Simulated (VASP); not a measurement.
Wanted: the native input for a VASP 6.6.1 run.

* Task: single point
* Functional: PBE
* Potentials or basis: VASP PAW PBE potentials, release 64 (Sn_d, Pb_d, O)
* Cutoff: 520 eV
* k mesh: 8 × 8 × 6
* Occupations: gaussian, width 0.02 eV
* Spin: no spin polarisation
* Dipole correction: no
* Further INCAR settings: ALGO = Normal; EDIFF = 1e-06; NBANDS = 28

The structure of SnPbO2 lies in POSCAR:

```
SnPbO2
1.0
    3.9451383701      0.0000000000      0.0000000000
    0.0000000000      3.9451383701      0.0000000000
    0.0000000000      0.0000000000      5.2330235299
Sn Pb O
1 1 2
Direct
    0.5000000000      0.5000000000      0.2142270213
    0.0000000000      0.0000000000      0.7625587887
    0.5000000000      0.0000000000      0.0116070950
    0.0000000000      0.5000000000      0.0116070950
```

One way to write it, as run:

INCAR

```
ALGO     = Normal         # electronic algorithm
EDIFF    = 1E-6           # SCF threshold, eV
ENCUT    = 520            # plane-wave cutoff, eV
GGA      = PE             # functional
ISIF     = 2              # what is computed and relaxed
ISMEAR   = 0              # smearing method
LASPH    = T              # aspherical terms in the spheres
LCHARG   = F              # write CHGCAR
LREAL    = F              # projectors in reciprocal space
LWAVE    = F              # write WAVECAR
NBANDS   = 28             # bands
NELM     = 80             # most SCF steps
PREC     = Accurate       # precision mode
SIGMA    = 0.02           # smearing width, eV
```

KPOINTS

```
k-points
0
Gamma
  8 8 6
```

Potentials or basis: VASP PAW PBE potentials, release 64 (Sn_d, Pb_d, O).

Run with:

```bash
$ cat potpaw_PBE.64/Sn_d/POTCAR potpaw_PBE.64/Pb_d/POTCAR potpaw_PBE.64/O/POTCAR > POTCAR
$ mpirun -np 1 vasp_std > vasp.out
```

It gave:

```json
{
  "Pressure": "0.1 GPa",
  "Largest force": "0.067 eV/Å",
  "Band gap on the k mesh": "1.09 eV (least direct gap 2.04 eV)"
}
```

Caveat: spin-orbit coupling is left out, which moves the levels of the heavy elements.

Run time: 3.6 min on 1 thread of Oxide Virtual Turin-like Processor, on a shared host, peak memory 0.24 GiB.
